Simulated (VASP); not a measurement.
## Pt: single point with LDA

The system is Pt.

```
CELL_PARAMETERS angstrom
0.29202 2.15118 2.15118
2.15118 0.29202 2.15118
2.15118 2.15118 0.29202
ATOMIC_POSITIONS crystal
Pt 0.00000 0.00000 0.00000
```

| Quantity | Value |
| --- | --- |
| Program | VASP 6.6.1 |
| Task | single point |
| Functional | LDA |
| Potentials or basis | VASP PAW LDA potentials, release 64 (Pt) |
| Cutoff | 520 eV |
| k mesh | 20 × 20 × 20 |
| Occupations | gaussian, width 0.15 eV |
| Spin | no spin polarisation |

The pressure is -4.5 GPa and the band gap on the k mesh is zero (band 5 reaches 11.20 eV, above the bottom of band 6 at 8.72 eV).

Stress tensor (GPa, compression positive):
```
 -4.48 -10.76 -10.76
-10.76  -4.48 -10.76
-10.76 -10.76  -4.48
```

Levels at points of the mesh, in eV from the Fermi level:
| k point | band 2 | band 3 | band 4 | band 5 | band 6 | band 7 | band 8 | band 9 |
| --- | --- | --- | --- | --- | --- | --- | --- | --- |
| (0.00, 0.00, 0.00) | -4.80 | -3.41 | -3.41 | -0.72 | -0.72 | 12.81 | 17.14 | 22.20 |
| (0.50, 0.00, 0.00) | -4.61 | -2.10 | -0.90 | 0.57 | 1.08 | 7.05 | 13.35 | 17.16 |
| (0.50, 0.50, 0.00) | -5.92 | -0.28 | 0.25 | 1.15 | 2.21 | 9.03 | 9.24 | 14.08 |
| (0.50, 0.50, 0.50) | -3.56 | -3.56 | -1.47 | 0.08 | 0.08 | 2.84 | 15.82 | 22.17 |

It took 83 s on 1 thread of Intel(R) Xeon(R) Platinum 8259CL CPU @ 2.50GHz (Skylake/Cascade Lake), on a shared host, peak memory 0.25 GiB.

Caveat: spin-orbit coupling is left out, which moves the levels of the heavy elements.
